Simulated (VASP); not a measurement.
A run of VASP 6.6.1:

The input POSCAR:

```
TlBr
1.0
    3.9498721000      0.0000000000      0.0000000000
    0.0000000000      3.9498721000      0.0000000000
    0.0000000000      0.0000000000      3.9498721000
Tl Br
1 1
Direct
    0.0000000000      0.0000000000      0.0000000000
    0.5000000000      0.5000000000      0.5000000000
```

Contents of INCAR.step1:

```
PREC = Accurate
ENCUT = 550
ISMEAR = 0
SIGMA = 0.02
LREAL = F
LASPH = T
NELM = 120
NBANDS = 17
GGA = PE
ALGO = Normal
EDIFF = 1E-5
LWAVE = T
LCHARG = F
GGA_COMPAT = F
```

The input INCAR.step2:

```
PREC = Accurate
ENCUT = 550
EDIFF = 1E-6
ISMEAR = 0
SIGMA = 0.02
LREAL = F
LASPH = T
NELM = 120
ALGO = Normal
ISIF = 2
LWAVE = F
LCHARG = F
METAGGA = R2SCAN
LMIXTAU = T
NBANDS = 17
ISTART = 1
GGA_COMPAT = F
```

The input KPOINTS:

```
Automatic mesh
0
Gamma
  8 8 8
```

Potentials or basis: VASP PAW PBE potentials, release 64 (Tl_d, Br).

Run with:

```console
$ cat potpaw_PBE.64/Tl_d/POTCAR potpaw_PBE.64/Br/POTCAR > POTCAR
$ cp INCAR.step1 INCAR
$ mpirun -np 1 vasp_std > vasp.out
$ cp INCAR.step2 INCAR
$ mpirun -np 1 vasp_std > vasp.out
```

Hardware: 1 thread of Intel Xeon 8259CL, on a shared host.

How long does it take, and how much memory?

Wall time 3.5 min on 1 thread of Intel Xeon 8259CL, with other jobs on the host, peak memory 0.2 GiB. Counts: k points 35.
